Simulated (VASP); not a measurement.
Wanted: the native input for a VASP 6.6.1 run.

```
Task                   : single point
Functional             : PBE
Potentials or basis    : VASP PAW PBE potentials, release 64 (Cu)
Cutoff                 : 520 eV
k mesh                 : 6 × 6 × 6
Occupations            : gaussian, width 0.1 eV
Spin                   : no spin polarisation
Dipole correction      : no
Further INCAR settings : ALGO = Fast; EDIFF = 1e-06; NBANDS = 78
```

The structure of Cu lies in POSCAR:

```
Cu
1.0
    2.9814122448      1.7213191621      6.0902456388
   -2.9814122448      1.7213191621      6.0902456388
    0.0000000000     -3.4426383241      6.0902456388
Cu
12
Direct
    0.0919965695      0.5026987202      0.0919965695
    0.0919965695      0.0919965695      0.5026987202
    0.5026987202      0.0919965695      0.0919965695
    0.9080034305      0.4973012798      0.9080034305
    0.4973012798      0.9080034305      0.9080034305
    0.9080034305      0.9080034305      0.4973012798
    0.2331971164      0.6389437971      0.2331971164
    0.2331971164      0.2331971164      0.6389437971
    0.6389437971      0.2331971164      0.2331971164
    0.7668028836      0.3610562029      0.7668028836
    0.3610562029      0.7668028836      0.7668028836
    0.7668028836      0.7668028836      0.3610562029
```

One way to write it, as run:

INCAR

```
SYSTEM = Cu
PREC = Accurate ; ENCUT = 520
EDIFF = 1E-6 ; ISMEAR = 0
SIGMA = 0.1 ; LREAL = .FALSE.
LASPH = .TRUE. ; NELM = 60
ALGO = Fast ; ISIF = 2
LWAVE = .FALSE. ; LCHARG = .FALSE.
GGA = PE ; NBANDS = 78
```

KPOINTS

```
regular mesh
0
G
  6 6 6
  0 0 0
```

Potentials or basis: VASP PAW PBE potentials, release 64 (Cu).

Command:

```console
$ cat potpaw_PBE.64/Cu/POTCAR > POTCAR
$ mpirun -np 1 vasp_std > vasp.out
```

Results of the run:

- Pressure: 0.4 GPa
- Largest force: 0.009 eV/Å
- Band gap on the k mesh: zero (bands 66 and 67 overlap by 1.04 eV)

It took 33 min on 1 thread of Intel Xeon 8259CL, on a shared host, peak memory 0.58 GiB.
